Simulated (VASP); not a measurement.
Input of a VASP 6.6.1 run:

Contents of POSCAR:

```
LiH17O9
1.0
    7.1738770000      0.0000000000      0.0000000000
    0.0000000000      7.1738770000      0.0000000000
    0.0000000000      0.0000000000      7.1738770000
O H Li
9 17 1
Direct
   -0.0994441360      0.3514835841      0.0669791244
    0.9697824482      0.8441042410      0.8976875405
    0.5277062877      0.5845096034      0.2060252775
    0.3570593697      0.7415794835      0.9129930719
    0.6849434413      0.9862031367      0.3971074497
    0.4293912483      0.0689167099      0.7039289913
    0.9490962836      0.4055687043      0.6853058674
    0.9243676746      0.6827549455      0.3983201831
    0.6440450540      0.5581640165      0.7949118726
   -0.0368001849      0.3665521447     -0.0556742191
   -0.0515202589      0.2314090414      0.1073478121
    1.0912927556      0.7950652067      0.8751892456
    0.9245488876      0.8224562534      1.0216790726
    0.4475125514      0.6550154122      0.1107490413
    0.4428985889      0.5384117960      0.2940948109
    0.4015262598      0.8707425566      0.8776704702
    0.4493804396      0.6568972398      0.8423618080
    0.6096006385      0.9064415239      0.3252076945
    0.7827009022      0.9057863691      0.4358870385
    0.3294034732      0.0118903628      0.6443796012
    0.5348711722      0.0605669710      0.6105485221
    0.9589096663      0.2740498617      0.6461917315
    0.8083634554      0.4376573504      0.7060756687
    0.8387514868      0.6059903174      0.3291665023
    0.9489708285      0.6053351626      0.5088043745
    0.7154151096      0.6716312532      0.7907021545
    0.6474462832      0.4411143375      0.0186788817
```

File INCAR.step1:

```
SYSTEM = LiH17O9
  PREC = Accurate
  ENCUT = 910
  ISMEAR = -1
  SIGMA = 0.05
  LREAL = Auto
  LASPH = .True.
  NELM = 120
  NBANDS = 56
  GGA = PE
  ALGO = Normal
  EDIFF = 1E-5
  LWAVE = .True.
  LCHARG = .False.
  GGA_COMPAT = .False.
```

INCAR.step2

```
SYSTEM = LiH17O9
  PREC = Accurate
  ENCUT = 910
  EDIFF = 1E-6
  ISMEAR = -1
  SIGMA = 0.05
  LREAL = Auto
  LASPH = .True.
  NELM = 120
  ALGO = Normal
  ISIF = 2
  LWAVE = .False.
  LCHARG = .True.
  METAGGA = R2SCAN
  LMIXTAU = .True.
  LELF = .True.
  LVHAR = .True.
  NBANDS = 56
  ISTART = 1
  GGA_COMPAT = .False.
```

The input KPOINTS:

```
Automatic mesh
0
Gamma
  1 1 1
  0 0 0
```

Potentials or basis: VASP PAW PBE potentials, release 64 (O_h, H_h, Li_sv).

Command:

```bash
$ cat potpaw_PBE.64/O_h/POTCAR potpaw_PBE.64/H_h/POTCAR potpaw_PBE.64/Li_sv/POTCAR > POTCAR
$ cp INCAR.step1 INCAR
$ mpirun -np 1 vasp_gam > vasp.out
$ cp INCAR.step2 INCAR
$ mpirun -np 1 vasp_gam > vasp.out
```

Problem. Estimate the largest force.

Solution. 2.692 eV/Å.

Problem. What does it give for the band gap on the k mesh?

Solution. 4.25 eV.

Problem. What does it give for the pressure?

Solution. -0.9 GPa.

Stress tensor (GPa, compression positive):
```
-0.49  0.46  0.82
 0.46 -1.33  0.15
 0.82  0.15 -0.80
```

Caveat: the k points lie up to 0.88 Å⁻¹ apart; the cutoff is under 1.25 times the usual one of these potentials, so pressure, stress and relaxed cells hold a basis-set (Pulay) error; the PAW data sets were made with another functional, which shifts forces and pressure a little.
